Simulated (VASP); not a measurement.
A run of VASP 6.6.1:

File INCAR:

```
  PREC = Accurate
  ENCUT = 600
  EDIFF = 1E-7
  ISMEAR = 0
  SIGMA = 0.1
  LREAL = False
  LASPH = True
  NELM = 120
  ALGO = Normal
  ISIF = 3
  LWAVE = False
  LCHARG = False
  GGA = PE
  IBRION = 2
  NSW = 80
  EDIFFG = -0.025
  GGA_COMPAT = False
  NELMIN = 4
```

KPOINTS

```
regular mesh
0
Gamma
  4 4 4
```

POSCAR

```
Be2ZnSO3
1.0
    2.6431492965     -3.3211923352     -0.0149514733
    2.6568068893      3.3323106454     -0.0624072757
   -1.3978122765     -0.0420017376      5.5121478725
Be Zn S O
2 1 1 3
Direct
    0.4513458253      0.0112785642      0.5473110013
   -0.0242507932      0.4097696240      0.5306038282
    0.6906015751      0.6702119554      0.8843772999
    0.7621575595      0.7750348946      0.2924849501
    0.7257840694      0.2815244065      0.6860353640
    0.2760601915      0.7370702425      0.6923995109
    0.1183015725      0.1151103128      0.3667880455
```

Potentials or basis: VASP PAW PBE potentials, release 64 (Be, Zn, S, O).

Run with:

```sh
$ cat potpaw_PBE.64/Be/POTCAR potpaw_PBE.64/Zn/POTCAR potpaw_PBE.64/S/POTCAR potpaw_PBE.64/O/POTCAR > POTCAR
$ mpirun -np 1 vasp_std > vasp.out
```

Hardware: 1 thread of Oxide Virtual Turin-like Processor, on a shared host.

Question: How long does it take, and how much memory?

Answer: Run time: 26 min on 1 thread of Oxide Virtual Turin-like Processor (shared host), peak memory 0.28 GiB. Counts: scf iterations 177, k points 36, ion steps 20.
